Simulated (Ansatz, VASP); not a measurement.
# Te2Mo: VASP beside Ansatz

POSCAR

```
Te2Mo
1.0
    3.4875546084      0.0000000000      0.0000000000
   -1.7437773042      3.0203108879      0.0000000000
    0.0000000000      0.0000000000     17.1663236088
Te Mo
2 1
Direct
    0.3333333333      0.6666666667      0.1021445500
    0.3333333333      0.6666666667      0.8978554500
    0.0000000000      0.0000000000      0.0000000000
```

Contents of INCAR.step1:

```
SYSTEM = Te2Mo
  PREC = Accurate
  ENCUT = 520
  ISMEAR = -1
  SIGMA = 0.05
  LREAL = .False.
  LASPH = .True.
  NELM = 100
  NBANDS = 20
  GGA = PE
  ALGO = Normal
  EDIFF = 1E-4
  LWAVE = .True.
  LCHARG = .False.
```

The input INCAR.step2:

```
SYSTEM = Te2Mo
  PREC = Accurate
  ENCUT = 520
  EDIFF = 1E-6
  ISMEAR = -1
  SIGMA = 0.05
  LREAL = .False.
  LASPH = .True.
  NELM = 100
  ALGO = Normal
  ISIF = 2
  LWAVE = .False.
  LCHARG = .False.
  METAGGA = R2SCAN
  LMIXTAU = .True.
  NBANDS = 20
  ISTART = 1
```

The input KPOINTS:

```
Automatic mesh
0
Gamma
  9 9 2
  0 0 0
```

File input.yaml:

```yaml
crystal:
  lattice:
    - [3.4875546084, 0.0, 0.0]
    - [-1.7437773042, 3.0203108879, 0.0]
    - [0.0, 0.0, 17.1663236088]
  atoms:
    - { symbol: Te, position: [0.3333333333, 0.6666666667, 0.10214455] }
    - { symbol: Te, position: [0.3333333333, 0.6666666667, 0.89785545] }
    - { symbol: Mo, position: [0.0, 0.0, 0.0] }
hamiltonian:
  xc: r2scan
  pseudopotentials: { kind: paw }
kpoints:
  mp_grid: { grid: [9, 9, 2] }
scf:
  occupations: { method: fermi_dirac, width: 0.05 }
output:
  forces: true
  stress: true
  eigenvalues: true
```

Alike in both runs: task single point; functional r2SCAN; k mesh 9 × 9 × 2; occupations fermi-dirac, width 0.05 eV; no spin polarisation.

|  | VASP | Ansatz |
| --- | --- | --- |
| version | VASP 6.6.1 | Ansatz 0.2.0 |
| potentials or method | VASP PAW PBE potentials, release 64 (Te, Mo_sv) | Ansatz PAW |
| plane-wave cutoff (eV) | 520 | 500 |
| valence electrons in the cell | 26 | 46 |

VASP gave:

```
gap on the k mesh at the Fermi level (eV) : 1.23
least direct gap on the mesh (eV)         : 1.23
rms of the force components (eV/Å)        : 0.477
```

Problem. Estimate Ansatz's values.

Solution. gap on the k mesh at the Fermi level (eV): 1.23; least direct gap on the mesh (eV): 1.23; rms of the force components (eV/Å): 0.462.

VASP's potentials were made for PBE, not for r2SCAN. Atom by atom the forces differ by 0.015 eV/Å (rms over components). VASP's potentials hold 26 valence electrons a cell and Ansatz's 46, so a difference there can come from the potentials and not from the codes.

Neither program's run includes spin-orbit coupling. Noted on Ansatz's run: odd divisions of the mesh miss points on the zone boundary, where band edges often lie, so the gap on the mesh can be too wide.
